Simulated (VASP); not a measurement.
# BAs: single point with PBEsol+D4

BAs, a sheet with vacuum:

```
B As
1.0
     3.35626    0.00000    0.00000
    -1.67813    2.90660    0.00000
     0.00000    0.00000   23.80000
B As
1 1
Direct
  0.33333 0.66667 0.29412
  0.66667 0.33333 0.29412
```

```
Program                : VASP 6.6.1
Task                   : single point
Functional             : PBEsol
Dispersion             : D4
Potentials or basis    : VASP PAW PBE potentials, release 64 (B, As)
Cutoff                 : 420 eV
k mesh                 : 12 × 12 × 1
Occupations            : gaussian, width 0.03 eV
Spin                   : no spin polarisation
Dipole correction      : yes
Further INCAR settings : ALGO = Normal; EDIFF = 1e-06; NBANDS = 11; NELMDL = -8
```

The band gap on the k mesh is 0.73 eV and the dispersion energy per atom is -0.075 eV.

Levels at points of the mesh, in eV from the valence-band top:
| k point | band 1 | band 2 | band 3 | band 4 | band 5 | band 6 | band 7 | band 8 | band 9 |
| --- | --- | --- | --- | --- | --- | --- | --- | --- | --- |
| (0.00, 0.00, 0.00) | -13.95 | -4.04 | -1.49 | -1.49 | 3.70 | 4.11 | 4.74 | 4.87 | 4.87 |
| (0.50, 0.00, 0.00) | -11.48 | -8.29 | -3.62 | -1.08 | 1.42 | 2.55 | 7.58 | 8.21 | 8.65 |

Wall time 92 s on 1 thread of Intel Xeon 8259CL, with other jobs on the host, peak memory 0.29 GiB.

Caveat: semilocal functionals underestimate gaps, and a narrow one can read as zero.
